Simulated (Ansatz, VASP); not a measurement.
**Two plane-wave programs on HfO2**

File POSCAR:

```
HfO2
1.0
    0.0000000000      2.5790027200      2.5790027200
    2.5790027200      0.0000000000      2.5790027200
    2.5790027200      2.5790027200      0.0000000000
Hf O
1 2
Direct
    0.0000000000      0.0000000000      0.0000000000
    0.2500000000      0.2500000000      0.2500000000
    0.7500000000      0.7500000000      0.7500000000
```

The input INCAR.step1:

```
ALGO     = Normal         # electronic algorithm
EDIFF    = 1E-4           # SCF threshold, eV
ENCUT    = 520            # plane-wave cutoff, eV
GGA      = PE             # functional
ISMEAR   = -1             # smearing method
LASPH    = T              # aspherical terms in the spheres
LCHARG   = F              # write CHGCAR
LREAL    = F              # projectors in reciprocal space
LWAVE    = T              # write WAVECAR
NELM     = 100            # most SCF steps
PREC     = Accurate       # precision mode
SIGMA    = 0.02           # smearing width, eV
```

File INCAR.step2:

```
ALGO     = Normal         # electronic algorithm
EDIFF    = 1E-6           # SCF threshold, eV
EDIFFG   = -0.01          # ionic threshold
ENCUT    = 520            # plane-wave cutoff, eV
IBRION   = 2              # ionic algorithm
ISIF     = 2              # what is computed and relaxed
ISMEAR   = -1             # smearing method
ISTART   = 1            
LASPH    = T              # aspherical terms in the spheres
LCHARG   = F              # write CHGCAR
LMIXTAU  = T            
LREAL    = F              # projectors in reciprocal space
LWAVE    = F              # write WAVECAR
METAGGA  = R2SCAN         # meta-GGA
NELM     = 100            # most SCF steps
NSW      = 50             # ionic steps
PREC     = Accurate       # precision mode
SIGMA    = 0.02           # smearing width, eV
```

File KPOINTS:

```
k-points
0
Gamma
  10 10 10
```

Input for Ansatz:

```yaml
crystal:
  lattice:
    - [0.0, 2.57900272, 2.57900272]
    - [2.57900272, 0.0, 2.57900272]
    - [2.57900272, 2.57900272, 0.0]
  atoms:
    - { symbol: Hf, position: [0.0, 0.0, 0.0] }
    - { symbol: O, position: [0.25, 0.25, 0.25] }
    - { symbol: O, position: [0.75, 0.75, 0.75] }
  symmetry: { tolerance: 0.0003 }
hamiltonian:
  xc: r2scan
  pseudopotentials: { kind: paw, azcp: { folder: soft_1 } }
basis:
  ecutwfc: 500
magnetization:
  spin_polarized: false
scf:
  occupations: { method: fermi_dirac, width: 0.02 }
kpoints:
  mp_grid: { grid: [10, 10, 10], shift: [0, 0, 0] }
  band_path:
    path:
      - [0.0, 0.0, 0.0]
      - [0.5, 0.0, 0.5]
      - [0.625, 0.25, 0.625]
      - [0.375, 0.375, 0.75]
      - [0.0, 0.0, 0.0]
      - [0.5, 0.5, 0.5]
      - [0.5, 0.25, 0.75]
      - [0.5, 0.0, 0.5]
    npoints: 10
output:
  forces: true
  stress: true
  eigenvalues: true
  write_potential: true
  elf: true
  volumetric_format: npy
  dos: { e_range: [-12, 8], de: 0.05 }
relax:
  max_steps: 30
```

Alike in both runs: task relaxation of the atoms; functional r2SCAN; k mesh 10 × 10 × 10; occupations fermi-dirac, width 0.02 eV; no spin polarisation.

|  | VASP | Ansatz |
| --- | --- | --- |
| version | VASP 6.6.1 | Ansatz 0.2.0 |
| potentials or method | VASP PAW PBE potentials, release 64 (Hf_pv, O), cutoff 520 eV | PAW plane waves |
| valence electrons in the cell | 22 | 38 |

|  | VASP | Ansatz | Ansatz less VASP |
| --- | --- | --- | --- |
| gap on the k mesh at the Fermi level, each at its own relaxed structure (eV) | 4.14 | 4.14 | +0.003 |

VASP's potentials were made for PBE, not for r2SCAN. VASP's potentials hold 22 valence electrons a cell and Ansatz's 38, so a difference there can come from the potentials and not from the codes. Ansatz's warnings: stress scf threshold loose.

Neither program's run includes spin-orbit coupling. Noted on VASP's run: the relaxation stopped at its first step, so nothing moved.
